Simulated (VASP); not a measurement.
## WS: single point with PBE-based screened hybrid

The system is WS.

```xyz
2
Lattice="2.9802 0.0000 0.0000 0.0000 2.9802 0.0000 0.0000 0.0000 2.9802" Properties=species:S:1:pos:R:3 pbc="T T T"
W     1.4901    1.4901    1.4901
S     0.0000    0.0000    0.0000
```

| Quantity | Value |
| --- | --- |
| Program | VASP 6.6.1 |
| Task | single point |
| Functional | PBE-based screened hybrid |
| Potentials or basis | VASP PAW PBE potentials, release 64 (W_sv, S) |
| Cutoff | 520 eV |
| k mesh | 5 × 5 × 5 |
| Occupations | fermi-dirac, width 0.05 eV |
| Spin | no spin polarisation |

```json
{
 "Pressure": "-0.5 GPa",
 "Band gap on the k mesh": "zero (band 10 reaches 14.92 eV, above the bottom of band 11 at 12.60 eV)"
}
```

Levels at points of the mesh, in eV from the Fermi level:
| k point | band 8 | band 9 | band 10 | band 11 | band 12 | band 13 |
| --- | --- | --- | --- | --- | --- | --- |
| (0.00, 0.00, 0.00) | -3.67 | -3.67 | -3.67 | 1.14 | 1.14 | 1.14 |

It took 14 min on 1 thread of Intel(R) Xeon(R) Platinum 8259CL CPU @ 2.50GHz (Skylake/Cascade Lake) (shared host), peak memory 0.25 GiB.

Caveat: the k points lie up to 0.42 Å⁻¹ apart; the PAW data sets were made with another functional, which shifts forces and pressure a little; spin-orbit coupling is left out, which moves the levels of the heavy elements.
